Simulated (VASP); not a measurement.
The system is CdF2.

```xyz
3
Lattice="0.0000 2.7821 2.6826 2.7821 0.0000 2.6826 2.7821 2.7821 0.0000" Properties=species:S:1:pos:R:3 pbc="T T T"
Cd    0.0000    0.0000    0.0000
F     1.3911    1.3911    1.3413
F     4.1732    4.1732    4.0239
```

This cell differs from its parent crystal: biaxial xy strain +3.7%.

Base run:

| Quantity | Value |
| --- | --- |
| Program | VASP 6.6.1 |
| Functional | r2SCAN |
| Potentials or basis | VASP PAW PBE potentials, release 64 (Cd, F) |
| Cutoff | 520 eV |
| k mesh | 8 × 8 × 8 |
| Occupations | gaussian, width 0.01 eV |
| Spin | no spin polarisation |

Its results: band gap on the k mesh 3.48 eV, indirect (least direct gap 4.06 eV); pressure -5.2 GPa.

Task: The run is repeated on the same cell with these changes: functional from r2SCAN to PBE; occupations from gaussian, width 0.01 eV to fermi-dirac, width 0.02 eV. What comes out?

Result: Band gap on the k mesh 2.81 eV, indirect (least direct gap 3.38 eV); pressure -0.3 GPa.

Caveats: the PAW data sets were made with another functional, which shifts forces and pressure a little (some runs).

A k mesh can miss the band edges.
